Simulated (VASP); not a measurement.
# CdSe in VASP: further runs, part 2 of 2

VASP 6.6.1. The steps go on from the part before.

**4. Electric field gradients, PBE (zz strain of -2 %)**

Contents of INCAR:

```
SYSTEM = CdSe
PREC = Accurate
ENCUT = 520
EDIFF = 1E-8
ISMEAR = -1
SIGMA = 0.03
LREAL = .FALSE.
LASPH = .TRUE.
NELM = 60
ALGO = Normal
ISIF = 2
LWAVE = .FALSE.
LCHARG = .FALSE.
GGA = PE
LEFG = .TRUE.
NBANDS = 16
```

Contents of KPOINTS:

```
Automatic mesh
0
G
  8 8 8
  0 0 0
```

Contents of POSCAR:

```
CdSe
1.0
    0.0000000000      3.0702711986      3.0088657746
    3.0702711986      0.0000000000      3.0088657746
    3.0702711986      3.0702711986      0.0000000000
Cd Se
1 1
Direct
    0.0000000000      0.0000000000      0.0000000000
    0.2500000000      0.2500000000      0.2500000000
```

Potentials or basis: VASP PAW PBE potentials, release 64 (Cd, Se).

Started as:

```bash
> cat potpaw_PBE.64/Cd/POTCAR potpaw_PBE.64/Se/POTCAR > POTCAR
> mpirun -np 1 vasp_std > vasp.out
```

OUTCAR:

```text
SYSTEM = CdSe
   PREC = Accurate
   ENCUT = 520
   EDIFF = 1E-8
   ISMEAR = -1
   LREAL = .FALSE.
   LASPH = .TRUE.
   NELM = 60
   ISIF = 2
   GGA = PE

 ion  position               nearest neighbor table
   1  0.000  0.000  0.000-   2 2.64   2 2.64   2 2.64   2 2.64
   2  0.250  0.250  0.250-   1 2.64   1 2.64   1 2.64   1 2.64

  LATTYP: Found a body centered tetragonal cell.
 ALAT       =     4.3420191692
 C/A-ratio  =     1.3859292911

  Lattice vectors:

 A1 = (   0.0000000000,  -3.0702711986,  -3.0088657746)
 A2 = (   0.0000000000,   3.0702711986,  -3.0088657746)
 A3 = (   3.0702711986,   0.0000000000,   3.0088657746)

Analysis of symmetry for initial positions (statically):
=====================================================================
 Subroutine PRICEL returns:
 Original cell was already a primitive cell.

 Routine SETGRP: Setting up the symmetry group for a
 body centered tetragonal supercell.

 Subroutine GETGRP returns: Found  8 space group operations
 (whereof  8 operations were pure point group operations)
 out of a pool of 16 trial point group operations.

The static configuration has the point symmetry D_2d.

Analysis of symmetry for dynamics (positions and initial velocities):
=====================================================================
 Subroutine PRICEL returns:
 Original cell was already a primitive cell.

 Routine SETGRP: Setting up the symmetry group for a
 body centered tetragonal supercell.

 Subroutine GETGRP returns: Found  8 space group operations
 (whereof  8 operations were pure point group operations)
 out of a pool of 16 trial point group operations.

The dynamic configuration has the point symmetry D_2d.
[... 150 lines left out ...]
 fundamental gap:      0.5508991095
 Fermi energy:         1.1956628875

 k-point     1 :       0.0000    0.0000    0.0000
  band No.  band energies     occupation
      1     -11.6704      2.00000
      2      -7.0331      2.00000
      3      -7.0331      2.00000
      4      -7.0244      2.00000
      5      -6.6677      2.00000
      6      -6.6625      2.00000
[... 433 lines left out ...]
      3      -6.9220      2.00000
      4      -6.7087      2.00000
      5      -6.6415      2.00000
      6      -6.5907      2.00000
[... 8 lines left out ...]
     15      11.9240      0.00000
     16      12.4308      0.00000

 [... further k-points ...]
[... 5 lines left out ...]
  --------------------------------------------------------------------------------------
  -------------------------------------------------------------------------------------
  Total        0.9061610      0.9061610      1.0075735      0.0000000      0.0000000      0.0000000
  in kB       25.5934986     25.5934986     28.4577813      0.0000000      0.0000000      0.0000000
  external PRESSURE =      26.5482595 kB  Pullay stress =       0.0000000 kB

 VOLUME and BASIS-vectors are now :
 -----------------------------------------------------------------------------
  energy-cutoff  :      520.00
  volume of cell :       56.73
      direct lattice vectors                 reciprocal lattice vectors
     0.000000000  3.070271199  3.008865775    -0.162852063  0.162852063  0.166175575
     3.070271199  0.000000000  3.008865775     0.162852063 -0.162852063  0.166175575
     3.070271199  3.070271199  0.000000000     0.162852063  0.162852063 -0.166175575

 POSITION                                       TOTAL-FORCE (eV/Angst)
 -----------------------------------------------------------------------------------
      0.00000      0.00000      0.00000        -0.000000     -0.000000      0.000000
      1.53514      1.53514      1.50443         0.000000      0.000000     -0.000000
 -----------------------------------------------------------------------------------
    total drift:                               -0.000001     -0.000001     -0.000000

  FREE ENERGIE OF THE ION-ELECTRON SYSTEM (eV)
  ---------------------------------------------------
  free  energy   TOTEN  =        -5.4745306723 eV

  energy  without entropy=       -5.4745303739  energy(sigma->0) =       -5.47453052

 Electric field gradients (V/A^2)
---------------------------------------------------------------------
 ion       V_xx      V_yy      V_zz      V_xy      V_xz      V_yz
---------------------------------------------------------------------
   1      -2.976    -2.976     5.952    -0.001    -0.002    -0.002
   2       3.849     3.849    -7.698     0.000     0.000     0.000
---------------------------------------------------------------------

 Electric field gradients after diagonalization (V/A^2)
 (convention: |V_zz| > |V_xx| > |V_yy|)
----------------------------------------------------------------------
 ion       V_xx      V_yy      V_zz     asymmetry (V_yy - V_xx)/ V_zz
----------------------------------------------------------------------
   1      -2.977    -2.975     5.952       0.000
   2       3.849     3.849    -7.698       0.000
----------------------------------------------------------------------

           NMR quadrupolar parameters

 Cq : quadrupolar parameter    Cq=e*Q*V_zz/h
 eta: asymmetry parameters     (V_yy - V_xx)/ V_zz
 Q  : nuclear electric quadrupole moment in mb (millibarn)
----------------------------------------------------------------------
 ion       Cq(MHz)       eta       Q (mb)
----------------------------------------------------------------------
   1       0.014       0.000       1.000
   2      -0.019       0.000       1.000
----------------------------------------------------------------------
```

OSZICAR:

```text
N       E                     dE             d eps       ncg     rms          rms(c)
DAV:   1     0.107432589467E+03    0.10743E+03   -0.87700E+03  1928   0.101E+03
DAV:   2    -0.178177064490E+01   -0.10921E+03   -0.10315E+03  2328   0.248E+02
DAV:   3    -0.583338165831E+01   -0.40516E+01   -0.40462E+01  2176   0.496E+01
DAV:   4    -0.585077644177E+01   -0.17395E-01   -0.17394E-01  2520   0.327E+00
DAV:   5    -0.585088524119E+01   -0.10880E-03   -0.10880E-03  2240   0.224E-01    0.612E+00
DAV:   6    -0.549515385885E+01    0.35573E+00   -0.54100E-01  2808   0.878E+00    0.485E+00
DAV:   7    -0.547331695692E+01    0.21837E-01   -0.14509E-01  2248   0.253E+00    0.209E+00
DAV:   8    -0.547423889280E+01   -0.92194E-03   -0.13646E-02  2184   0.142E+00    0.250E-01
DAV:   9    -0.547441483707E+01   -0.17594E-03   -0.14321E-03  2320   0.490E-01    0.459E-02
DAV:  10    -0.547448189409E+01   -0.67057E-04   -0.15841E-04  2448   0.157E-01    0.428E-02
DAV:  11    -0.547453032484E+01   -0.48431E-04   -0.79613E-05  2384   0.566E-02    0.159E-02
DAV:  12    -0.547453012379E+01    0.20105E-06   -0.21716E-06  2224   0.184E-02    0.529E-03
DAV:  13    -0.547453068009E+01   -0.55630E-06   -0.15947E-06  2408   0.671E-03    0.270E-03
DAV:  14    -0.547453067234E+01    0.77500E-08   -0.41835E-08  2328   0.149E-03
   1 F= -.54745307E+01 E0= -.54745305E+01  d E =-.298472E-06
```

Run time: 16 s. Hardware: 1 thread of Intel Xeon 6975P-C (Granite Rapids), shared host; peak memory 0.21 GiB.

What came out:

* Free energy: -5.4745 eV
* Pressure: 2.7 GPa
* Band gap on the k mesh: 0.55 eV, direct

Electric field gradients, principal values (V/Å²):
```
atom   least  middle  greatest (by size)
1 Cd  -2.975  -2.977               5.952
2 Se   3.849   3.849              -7.698
```

Caveat: the cell differs from its parent crystal (zz strain of -2 %); without QUAD_EFG the Cq values of the log hold for a quadrupole moment of 1 mb, not for the nuclei.

**5. Electric field gradients, PBE (zz strain of -1 %)**

Contents of INCAR:

```
SYSTEM = CdSe
ALGO = Normal
EDIFF = 1E-8
ENCUT = 520
GGA = PE
ISIF = 2
ISMEAR = -1
LASPH = .TRUE.
LCHARG = .FALSE.
LEFG = .TRUE.
LREAL = .FALSE.
LWAVE = .FALSE.
NBANDS = 16
NELM = 100
PREC = Accurate
SIGMA = 0.03
```

Contents of KPOINTS:

```
k-points
0
G
  8 8 8
  0 0 0
```

Contents of POSCAR:

```
CdSe
1.0
    0.0000000000      3.0702711986      3.0395684866
    3.0702711986      0.0000000000      3.0395684866
    3.0702711986      3.0702711986      0.0000000000
Cd Se
1 1
Direct
    0.0000000000      0.0000000000      0.0000000000
    0.2500000000      0.2500000000      0.2500000000
```

Potentials or basis: VASP PAW PBE potentials, release 64 (Cd, Se).

Started as:

```bash
> cat potpaw_PBE.64/Cd/POTCAR potpaw_PBE.64/Se/POTCAR > POTCAR
> mpirun -np 1 vasp_std > vasp.out
```

OUTCAR:

```text
SYSTEM = CdSe
   EDIFF = 1E-8
   ENCUT = 520
   GGA = PE
   ISIF = 2
   ISMEAR = -1
   LASPH = .TRUE.
   LREAL = .FALSE.
   NELM = 100
   PREC = Accurate

 ion  position               nearest neighbor table
   1  0.000  0.000  0.000-   2 2.65   2 2.65   2 2.65   2 2.65
   2  0.250  0.250  0.250-   1 2.65   1 2.65   1 2.65   1 2.65

  LATTYP: Found a body centered tetragonal cell.
 ALAT       =     4.3420191692
 C/A-ratio  =     1.4000714267

  Lattice vectors:

 A1 = (   0.0000000000,  -3.0702711986,  -3.0395684866)
 A2 = (   0.0000000000,   3.0702711986,  -3.0395684866)
 A3 = (   3.0702711986,   0.0000000000,   3.0395684866)

Analysis of symmetry for initial positions (statically):
=====================================================================
 Subroutine PRICEL returns:
 Original cell was already a primitive cell.

 Routine SETGRP: Setting up the symmetry group for a
[... 645 lines left out ...]
  volume of cell :       57.31
      direct lattice vectors                 reciprocal lattice vectors
     0.000000000  3.070271199  3.039568487    -0.162852063  0.162852063  0.164497034
     3.070271199  0.000000000  3.039568487     0.162852063 -0.162852063  0.164497034
     3.070271199  3.070271199  0.000000000     0.162852063  0.162852063 -0.164497034

 POSITION                                       TOTAL-FORCE (eV/Angst)
 -----------------------------------------------------------------------------------
      0.00000      0.00000      0.00000         0.000000      0.000000     -0.000000
      1.53514      1.53514      1.51978         0.000000      0.000000      0.000000
 -----------------------------------------------------------------------------------
    total drift:                               -0.000000     -0.000000     -0.000001

  FREE ENERGIE OF THE ION-ELECTRON SYSTEM (eV)
  ---------------------------------------------------
  free  energy   TOTEN  =        -5.4836514768 eV

  energy  without entropy=       -5.4836511211  energy(sigma->0) =       -5.48365130

 Electric field gradients (V/A^2)
---------------------------------------------------------------------
 ion       V_xx      V_yy      V_zz      V_xy      V_xz      V_yz
---------------------------------------------------------------------
   1      -1.463    -1.463     2.927    -0.002    -0.002    -0.002
   2       1.936     1.936    -3.871     0.000     0.000     0.000
---------------------------------------------------------------------

 Electric field gradients after diagonalization (V/A^2)
 (convention: |V_zz| > |V_xx| > |V_yy|)
----------------------------------------------------------------------
 ion       V_xx      V_yy      V_zz     asymmetry (V_yy - V_xx)/ V_zz
----------------------------------------------------------------------
   1      -1.465    -1.462     2.927       0.001
   2       1.936     1.935    -3.871       0.000
----------------------------------------------------------------------

           NMR quadrupolar parameters

 Cq : quadrupolar parameter    Cq=e*Q*V_zz/h
 eta: asymmetry parameters     (V_yy - V_xx)/ V_zz
 Q  : nuclear electric quadrupole moment in mb (millibarn)
----------------------------------------------------------------------
 ion       Cq(MHz)       eta       Q (mb)
----------------------------------------------------------------------
   1       0.007       0.001       1.000
   2      -0.009       0.000       1.000
----------------------------------------------------------------------
```

OSZICAR:

```text
N       E                     dE             d eps       ncg     rms          rms(c)
DAV:   1     0.104968582771E+03    0.10497E+03   -0.86581E+03  1920   0.100E+03
DAV:   2    -0.187885253736E+01   -0.10685E+03   -0.10112E+03  2248   0.246E+02
DAV:   3    -0.584446864591E+01   -0.39656E+01   -0.39591E+01  2320   0.491E+01
DAV:   4    -0.586126134143E+01   -0.16793E-01   -0.16792E-01  2416   0.319E+00
DAV:   5    -0.586136741064E+01   -0.10607E-03   -0.10607E-03  2304   0.221E-01    0.599E+00
DAV:   6    -0.550400609096E+01    0.35736E+00   -0.54455E-01  2784   0.873E+00    0.476E+00
DAV:   7    -0.548242821657E+01    0.21578E-01   -0.14283E-01  2256   0.251E+00    0.206E+00
DAV:   8    -0.548334773373E+01   -0.91952E-03   -0.13294E-02  2248   0.139E+00    0.247E-01
DAV:   9    -0.548353427282E+01   -0.18654E-03   -0.14065E-03  2328   0.481E-01    0.460E-02
DAV:  10    -0.548360181808E+01   -0.67545E-04   -0.15639E-04  2448   0.155E-01    0.431E-02
DAV:  11    -0.548365102515E+01   -0.49207E-04   -0.80973E-05  2352   0.569E-02    0.163E-02
DAV:  12    -0.548365079385E+01    0.23130E-06   -0.20545E-06  2224   0.174E-02    0.571E-03
DAV:  13    -0.548365138933E+01   -0.59548E-06   -0.16728E-06  2408   0.664E-03    0.284E-03
DAV:  14    -0.548365137362E+01    0.15714E-07   -0.51827E-08  2296   0.172E-03    0.184E-03
DAV:  15    -0.548365149057E+01   -0.11695E-06   -0.16960E-08  2472   0.940E-04    0.319E-04
DAV:  16    -0.548365147762E+01    0.12951E-07   -0.52600E-10  1360   0.196E-04    0.127E-04
DAV:  17    -0.548365147683E+01    0.78467E-09   -0.77535E-11  1336   0.690E-05
   1 F= -.54836515E+01 E0= -.54836513E+01  d E =-.355701E-06
```

stdout:

```text
POSCAR found type information on POSCAR CdSe
 POSCAR found :  2 types and       2 ions
 scaLAPACK will be used
 LDA part: xc-table for (Slater+PW92), standard interpolation
 POSCAR, INCAR and KPOINTS ok, starting setup
 FFT: planning ... GRIDC
 FFT: planning ... GRID_SOFT
 FFT: planning ... GRID
 WAVECAR not read
 entering main loop
ion   1

ion   2
```

It took 20 s on 1 thread of Intel Xeon 6975P-C (Granite Rapids), shared host; peak memory 0.2 GiB.

What came out:

```
Free energy            : -5.4837 eV
Pressure               : 2.1 GPa
Band gap on the k mesh : 0.55 eV, direct
```

Electric field gradients, principal values (V/Å²):
```
atom   least  middle  greatest (by size)
1 Cd  -1.462  -1.465               2.927
2 Se   1.935   1.936              -3.871
```

Caveat: the cell differs from its parent crystal (zz strain of -1 %); without QUAD_EFG the Cq values of the log hold for a quadrupole moment of 1 mb, not for the nuclei.

**6. Summary**

```tsv
cell	gap on the mesh (eV)	pressure (GPa)
a = 4.356 Å, angles 60.0°, 2 atoms	0.53	1.1
a = 4.399 Å, angles 60.0°, 2 atoms	0.47	-0.3
a = 4.299, b = 4.299, c = 4.342 Å, angles 59.7, 59.7, 60.7°, 2 atoms	0.55	2.7
a = 4.320, b = 4.320, c = 4.342 Å, angles 59.8, 59.8, 60.3°, 2 atoms	0.55	2.1
```

Alike in all rows: task electric field gradients; level PBE; potentials or basis VASP PAW PBE potentials, release 64 (Cd, Se); no spin polarisation; k mesh 8 × 8 × 8; cutoff (eV) 520; smearing fermi-dirac 0.03 eV.

Total energies depend on the potentials used, so only differences within one code and one set of settings carry meaning.
